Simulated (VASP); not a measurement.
# Al5P2 (P1) in VASP: single point with PBE

Aim: the single point of Al5P2 with PBE.

Program: VASP 6.6.1. These are calculated values, not measurements. Logs are shortened: lines on timing, memory, paths and dates and some standing lists are left out, and cuts for length are marked.

### Step 1. The cell of the first run

The typed cell holds 7 atoms: a = 3.795 Å, b = 3.796 Å, c = 10.060 Å, α = 90.04°, β = 89.96°, γ = 90.00°.

### Step 2. Single point, PBE

Input file INCAR:

```
ALGO     = Normal         # electronic algorithm
EDIFF    = 1E-6           # SCF threshold, eV
ENCUT    = 520            # plane-wave cutoff, eV
GGA      = PE             # functional
ISIF     = 2              # what is computed and relaxed
ISMEAR   = 0              # smearing method
LASPH    = T              # aspherical terms in the spheres
LCHARG   = T              # write CHGCAR
LELF     = T              # ELF
LREAL    = F              # projectors in reciprocal space
LVHAR    = T            
LWAVE    = F              # write WAVECAR
NBANDS   = 22             # bands
NELM     = 60             # most SCF steps
PREC     = Accurate       # precision mode
SIGMA    = 0.2            # smearing width, eV
```

Input file KPOINTS:

```
k-points
0
Gamma
  6 6 2
```

Input file POSCAR:

```
Al5P2
1.0
    3.7945001590     -0.0000198629      0.0014495624
   -0.0000042234      3.7961504664     -0.0010541063
    0.0036288140     -0.0036704869     10.0595940795
Al P
5 2
Direct
    0.0000608602      0.0000061632     -0.0000268868
    0.5008083676      0.5002479064      0.7157610130
    0.5000537076      0.5006013139      0.2842119688
    0.4993013719     -0.0003774272      0.5226624290
   -0.0005280150      0.4993769119      0.4773861704
    0.4998044397      0.0003440766      0.1414310213
    0.0004992681      0.4998010552      0.8585742842
```

Potentials or basis: VASP PAW PBE potentials, release 64 (Al, P).

Run with:

```console
$ cat potpaw_PBE.64/Al/POTCAR potpaw_PBE.64/P/POTCAR > POTCAR
$ mpirun -np 1 vasp_std > vasp.out
```

OUTCAR:

```text
EDIFF = 1E-6
   ENCUT = 520
   GGA = PE
   ISIF = 2
   ISMEAR = 0
   LASPH = T
   LREAL = F
   NELM = 60
   PREC = Accurate

 ion  position               nearest neighbor table
   1  0.000  0.000  1.000-   6 2.37   6 2.37   7 2.37   7 2.37
   2  0.501  0.500  0.716-   7 2.38   7 2.38   4 2.72   4 2.72   5 3.05   5 3.06
   3  0.500  0.501  0.284-   6 2.38   6 2.38   5 2.72   5 2.72   4 3.06   4 3.06
   4  0.499  1.000  0.523-   2 2.72   2 2.72   5 2.72   5 2.72   5 2.72   5 2.72   3 3.06   3 3.06

   5  0.999  0.499  0.477-   3 2.72   3 2.72   4 2.72   4 2.72   4 2.72   4 2.72   2 3.05   2 3.06

   6  0.500  0.000  0.141-   1 2.37   1 2.37   3 2.38   3 2.38
   7  0.000  0.500  0.859-   1 2.37   1 2.37   2 2.38   2 2.38

  LATTYP: Found a triclinic cell.
 ALAT       =     3.7945004359
 B/A-ratio  =     1.4145165428
 C/A-ratio  =     2.6510987608
 COS(alpha) =     0.0000706379
 COS(beta)  =     0.0007427501
 COS(gamma) =     0.7069507593

  Lattice vectors:

 A1 = (   3.7945001590,  -0.0000198629,   0.0014495624)
 A2 = (   3.7944959356,   3.7961306035,   0.0003954561)
 A3 = (   0.0036288140,  -0.0036704869,  10.0595940795)

Analysis of symmetry for initial positions (statically):
=====================================================================
 Subroutine PRICEL returns:
 Original cell was already a primitive cell.

 Routine SETGRP: Setting up the symmetry group for a
 triclinic supercell.

 Subroutine GETGRP returns: Found  1 space group operations
 (whereof  1 operations were pure point group operations)
 out of a pool of  2 trial point group operations.

The static configuration has the point symmetry C_1 .

Analysis of symmetry for dynamics (positions and initial velocities):
=====================================================================
 Subroutine PRICEL returns:
 Original cell was already a primitive cell.

 Routine SETGRP: Setting up the symmetry group for a
 triclinic supercell.

 Subroutine GETGRP returns: Found  1 space group operations
 (whereof  1 operations were pure point group operations)
 out of a pool of  2 trial point group operations.

The dynamic configuration has the point symmetry C_1 .

 Subroutine INISYM returns: Found  1 space group operations
 (whereof  1 operations are pure point group operations),
 and found     1 'primitive' translations

----------------------------------------------------------------------------------------

                                     Primitive cell

  volume of cell :     144.9033

  direct lattice vectors                    reciprocal lattice vectors
     3.794500159 -0.000019863  0.001449562     0.263539359  0.000000267 -0.000095067
    -0.000004223  3.796150466 -0.001054106     0.000001342  0.263424780  0.000096116
     0.003628814 -0.003670487 10.059594080    -0.000037975  0.000027603  0.099407613

  length of vectors
     3.794500436  3.796150613 10.059595404     0.263539376  0.263424798  0.099407624

  position of ions in fractional coordinates (direct lattice)
     0.000060860  0.000006163  0.999973113
     0.500808368  0.500247906  0.715761013
     0.500053708  0.500601314  0.284211969
     0.499301372  0.999622573  0.522662429
     0.999471985  0.499376912  0.477386170
     0.499804440  0.000344077  0.141431021
     0.000499268  0.499801055  0.858574284

  ion indices of the primitive-cell ions
   primitive index   ion index
                 1           1
                 2           2
                 3           3
                 4           4
                 5           5
                 6           6
                 7           7

----------------------------------------------------------------------------------------

 KPOINTS: k-points

Automatic generation of k-mesh.
 Grid dimensions read from file:
 generate k-points for:    6    6    2

 Generating k-lattice:

  Cartesian coordinates                     Fractional coordinates (reciprocal lattice)
     0.043923226  0.000000044 -0.000015844     0.166666667  0.000000000  0.000000000
     0.000000224  0.043904130  0.000016019     0.000000000  0.166666667  0.000000000
    -0.000018988  0.000013802  0.049703807     0.000000000  0.000000000  0.500000000

  Length of vectors
     0.043923229  0.043904133  0.049703812

  Shift w.r.t. Gamma in fractional coordinates (k-lattice)
     0.000000000  0.000000000  0.000000000

 Subroutine IBZKPT returns following result:
 ===========================================

 Found     40 irreducible k-points:

 Following reciprocal coordinates:
            Coordinates               Weight
  0.000000  0.000000  0.000000      1.000000
  0.166667  0.000000 -0.000000      2.000000
  0.333333  0.000000 -0.000000      2.000000
  0.500000  0.000000 -0.000000      1.000000
  0.000000  0.166667  0.000000      2.000000
  0.166667  0.166667 -0.000000      2.000000
[... 16 lines left out ...]
  0.333333 -0.000000  0.500000      2.000000
  0.500000 -0.000000  0.500000      1.000000
 [... further k-points ...]
   k-points           NKPTS =     40   k-points in BZ     NKDIM =     40   number of bands    NBANDS=     22
   number of dos      NEDOS =    301   number of ions     NIONS =      7
   total plane-waves  NPLWV =  62720
   dimension x,y,z NGX =    28 NGY =   28 NGZ =   80
   dimension x,y,z NGXF=    56 NGYF=   56 NGZF=  160
   ions per type =               5   2
   NGX,Y,Z   is equivalent  to a cutoff of  12.27, 12.26, 13.22 a.u.
   NGXF,Y,Z  is equivalent  to a cutoff of  24.53, 24.52, 26.44 a.u.
 SYSTEM =  unknown system
   PREC   = accura    normal or accurate (medium, high low for compatibility)
   ISTART =      0    job   : 0-new  1-cont  2-samecut
   ICHARG =      2    charge: 1-file 2-atom 10-const
   ISPIN  =      1    spin polarized calculation?
   LNONCOLLINEAR =      F non collinear calculations
   LSORBIT =      F    spin-orbit coupling
   LASPH  =      T    aspherical Exc in radial PAW
   ENCUT  =  520.0 eV  38.22 Ry    6.18 a.u.   7.06  7.06 18.70*2*pi/ulx,y,z
   NELM   =     60;   NELMIN=  2; NELMDL= -5     # of ELM steps
   EDIFF  = 0.1E-05   stopping-criterion for ELM
   LREAL  =      F    real-space projection
   EDIFFG = 0.1E-04   stopping-criterion for IOM
   NSW    =      0    number of steps for IOM
   IBRION =     -1    ionic relax: 0-MD 1-quasi-New 2-CG
   NFREE  =      0    steps in history (QN), initial steepest desc. (CG)
   ISIF   =      2    stress and relaxation
   ISYM   =      2    0-nonsym 1-usesym 2-fastsym
   POTIM  = 0.5000    time-step for ionic-motion
   TEBEG  =    0.0;   TEEND  =   0.0 temperature during run
   PSTRESS=    0.0 pullay stress
   NELECT =      25.0000    total number of electrons
   NUPDOWN=      -1.0000    fix difference up-down
   EMIN   =  10.00;   EMAX   =-10.00  energy-range for DOS
   EFERMI =   0.00;   METHOD = LEGACY
   ISMEAR =     0;   SIGMA  =   0.20  broadening in eV -4-tet -1-fermi 0-gaus
   EFERMI_NEDOS =   21; number of points for ismear=-14 and -15
   IALGO  =     38    algorithm
   IMIX   =      4    mixing-type and parameters
     AMIX     =   0.40;   BMIX     =  1.00
     AMIX_MAG =   1.60;   BMIX_MAG =  1.00
  volume/ion in A,a.u.               =      20.70       139.69
  Fermi-wavevector in a.u.,A,eV,Ry     =   0.911371  1.722242 11.300969  0.830598
  Thomas-Fermi vector in A             =   2.035643
   LORBIT       =      0    0 simple, 1 ext, 2 COOP (PROOUT), +10 PAW based schemes
   GGA     = PE    functional components
   LHFCALC =     F    Hartree Fock is set to
   AEXX    =    0.0000 exact exchange contribution
   IVDW    =     0    specifies the selected vdW correction
   LEPSILON=     F    determine dielectric tensor
   LRPA    =     F    only Hartree local field effects (RPA)
 non-spin polarized calculation
 Gauss-broadening in eV      SIGMA  =   0.20
  energy-cutoff  :      520.00
  volume of cell :      144.90
 maximum number of plane-waves:      3944
   NGX = 15   NGY = 15   NGZ = 37

 number of electron      24.9999998 magnetization

 Free energy of the ion-electron system (eV)
  ---------------------------------------------------
  ext. energy  EPLUGINS =         0.00000000
  ---------------------------------------------------
  free energy    TOTEN  =       -30.61340526 eV

  energy without entropy =      -30.58366262  energy(sigma->0) =      -30.59853394

 E-fermi :   5.1720     XC(G=0):  -9.1994

 val. band max:        5.1075219114   @ k =   0.5000   0.5000  -0.0000
 cond. band min:       5.2303085752   @ k =   0.5000   0.1667   0.5000
 fundamental gap:      0.1227866638
 Fermi energy:         5.1720030061

 k-point     1 :       0.0000    0.0000    0.0000
  band No.  band energies     occupation
      1      -6.5982      2.00000
      2      -5.5787      2.00000
      3      -3.7387      2.00000
      4      -0.1887      2.00000
      5       0.0668      2.00000
      6       3.0293      2.00000
[... 14 lines left out ...]
     21       9.6922      0.00000
     22       9.9751      0.00000

 k-point     2 :       0.1667    0.0000   -0.0000
  band No.  band energies     occupation
      1      -6.4037      2.00000
      2      -5.4502      2.00000
      3      -3.4732      2.00000
      4      -0.1639      2.00000
      5       0.1795      2.00000
      6       2.0670      2.00000
[... 14 lines left out ...]
     21      10.1199      0.00000
     22      10.4181      0.00000

 k-point     3 :       0.3333    0.0000   -0.0000
  band No.  band energies     occupation
      1      -5.8874      2.00000
      2      -5.2158      2.00000
      3      -2.7093      2.00000
      4      -0.5929      2.00000
      5       0.0485      2.00000
      6       0.7337      2.00000
[... 14 lines left out ...]
     21      10.3079      0.00000
     22      10.5595      0.00000
[... 476 lines left out ...]
 k-point    23 :       0.3333   -0.0000    0.5000
  band No.  band energies     occupation
      1      -5.8688      2.00000
      2      -5.2540      2.00000
      3      -2.6316      2.00000
      4      -0.6091      2.00000
      5       0.0139      2.00000
      6       0.5147      2.00000
[... 14 lines left out ...]
     21      10.0061      0.00000
     22      10.9295      0.00000

 k-point    24 :       0.5000   -0.0000    0.5000
  band No.  band energies     occupation
      1      -5.3316      2.00000
      2      -5.3271      2.00000
      3      -2.0350      2.00000
      4      -1.0352      2.00000
      5      -0.1080      2.00000
      6       0.0365      2.00000
[... 14 lines left out ...]
     21      10.2919      0.00000
     22      10.4177      0.00000

 [... further k-points ...]

------------------------ aborting loop because EDIFF is reached ----------------------------------------

  FORCE on cell =-STRESS in cart. coord.  units (eV):
  Direction    XX          YY          ZZ          XY          YZ          ZX
  --------------------------------------------------------------------------------------
  -------------------------------------------------------------------------------------
  Total       -0.0178647     -0.0580103     -0.0433668      0.0001905      0.0031621     -0.0035796
  in kB       -0.1975272     -0.6414119     -0.4795008      0.0021064      0.0349626     -0.0395787
  external PRESSURE =      -0.4394800 kB  Pullay stress =       0.0000000 kB

 VOLUME and BASIS-vectors are now :
 -----------------------------------------------------------------------------
  energy-cutoff  :      520.00
  volume of cell :      144.90
      direct lattice vectors                 reciprocal lattice vectors
     3.794500159 -0.000019863  0.001449562     0.263539359  0.000000267 -0.000095067
    -0.000004223  3.796150466 -0.001054106     0.000001342  0.263424780  0.000096116
     0.003628814 -0.003670487 10.059594080    -0.000037975  0.000027603  0.099407613

 POSITION                                       TOTAL-FORCE (eV/Angst)
 -----------------------------------------------------------------------------------
      0.00386     -0.00365     10.05932         0.000745      0.000674     -0.000094
      1.90291      1.89638      7.20046        -0.001784     -0.003207      0.015282
      1.89848      1.89930      2.85925        -0.002012     -0.001277     -0.016930
      1.89649      3.79279      5.25744         0.001990     -0.000743     -0.001595
      3.79423      1.89394      4.80323        -0.000065      0.003060      0.000724
      1.89702      0.00078      1.42346         0.000844      0.000462     -0.001651
      0.00501      1.89417      8.63638         0.000282      0.001031      0.004265
 -----------------------------------------------------------------------------------
    total drift:                               -0.000000     -0.000148      0.000062

  FREE ENERGIE OF THE ION-ELECTRON SYSTEM (eV)
  ---------------------------------------------------
  free  energy   TOTEN  =       -30.6134052574 eV

  energy  without entropy=      -30.5836626203  energy(sigma->0) =      -30.59853394
```

Run time: 66 s. Hardware: 1 thread of Intel Xeon Platinum 8488C (Sapphire Rapids), shared host; peak memory 0.28 GiB.

Results:

```
Free energy            : -30.6134 eV
Pressure               : 0.0 GPa
Largest force          : 0.017 eV/Å
Band gap on the k mesh : zero (an odd number of electrons rules out a gap without spin polarisation)
```

Forces in eV/Å, atoms in the order of the input:
```
Al   0.001  0.001  0.000
Al  -0.002 -0.003  0.015
Al  -0.002 -0.001 -0.017
Al   0.002 -0.001 -0.002
Al   0.000  0.003  0.001
P    0.001  0.000 -0.002
P    0.000  0.001  0.004
```

The gap in the log of VASP goes by the Fermi energy; the results here count the filled bands.